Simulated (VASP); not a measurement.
Input of a VASP 6.6.1 run:

Contents of INCAR:

```
PREC = Accurate
ENCUT = 520
EDIFF = 1E-6
ISMEAR = -1
SIGMA = 0.05
LREAL = F
LASPH = T
NELM = 60
ALGO = Normal
ISIF = 2
LWAVE = F
LCHARG = T
GGA = CA
LELF = T
LVHAR = T
NBANDS = 14
```

KPOINTS

```
Automatic mesh
0
Gamma
  8 8 5
```

Contents of POSCAR:

```
Na
1.0
    3.6901008715      0.0000000000      0.0000000000
   -1.8450504358      3.1957210973      0.0000000000
    0.0000000000      0.0000000000      6.0283729130
Na
2
Direct
    0.6666666667      0.3333333333      0.7500000000
    0.3333333333      0.6666666667      0.2500000000
```

Potentials or basis: VASP PAW LDA potentials, release 64 (Na_pv).

Launch:

```bash
$ cat potpaw_LDA.64/Na_pv/POTCAR > POTCAR
$ mpirun -np 1 vasp_std > vasp.out
```

(1) Estimate the pressure.

(2) Predict the band gap on the k mesh.

Results:

(1) -0.5 GPa.

(2) zero (band 7 reaches 1.77 eV, above the bottom of band 8 at -1.57 eV).
